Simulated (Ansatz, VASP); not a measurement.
**Mg in VASP and in Ansatz**

File INCAR:

```
PREC = Accurate ; ENCUT = 520
EDIFF = 1E-6 ; ISMEAR = -1
SIGMA = 0.2 ; LREAL = F
LASPH = T ; NELM = 80
ALGO = Normal ; ISIF = 2
LWAVE = F ; LCHARG = F
GGA = PE ; NBANDS = 9
```

File KPOINTS:

```
Automatic mesh
0
Gamma
  11 11 6
```

Contents of POSCAR:

```
Mg
1.0
    3.1953117277      0.0000000000      0.0000000000
   -1.5976558638      2.7672211292      0.0000000000
    0.0000000000      0.0000000000      5.1879445283
Mg
2
Direct
    0.3333333333      0.6666666667      0.2500000000
    0.6666666667      0.3333333333      0.7500000000
```

Input for Ansatz:

```yaml
crystal:
  lattice:
    - [3.1953117277, 0.0, 0.0]
    - [-1.5976558638, 2.7672211292, 0.0]
    - [0.0, 0.0, 5.1879445283]
  atoms:
    - { symbol: Mg, position: [0.3333333333, 0.6666666667, 0.25] }
    - { symbol: Mg, position: [0.6666666667, 0.3333333333, 0.75] }
hamiltonian:
  xc: pbe
  pseudopotentials:
    kind: paw
    azcp:
      Mg: "pseudopotentials/Mg.paw.azcp"
basis:
  ecutwfc: 420
  fft_grid_basis: typed
kpoints:
  mp_grid: { grid: [11, 11, 6], shift: [0, 0, 0] }
magnetization:
  spin_polarized: false
scf:
  occupations: { method: fermi_dirac, width: 0.2 }
  lower_state_search: "off"
output:
  stress: true
```

Alike in both runs: task single point; functional PBE; k mesh 11 × 11 × 6; occupations fermi-dirac, width 0.2 eV; no spin polarisation.

```csv
,VASP,Ansatz
version,VASP 6.6.1,Ansatz 0.2.0
potentials or method,"VASP PAW PBE potentials, release 64 (Mg), cutoff 520 eV","plane waves (420 eV) with PAW, scalar-relativistic"
valence electrons in the cell,4,20
```

Ansatz gave:

- pressure (GPa): 0.1

Task: Estimate VASP's values.

Result: Pressure (GPa): 0.0.

VASP's potentials hold 4 valence electrons a cell and Ansatz's 20, so a difference there can come from the potentials and not from the codes.
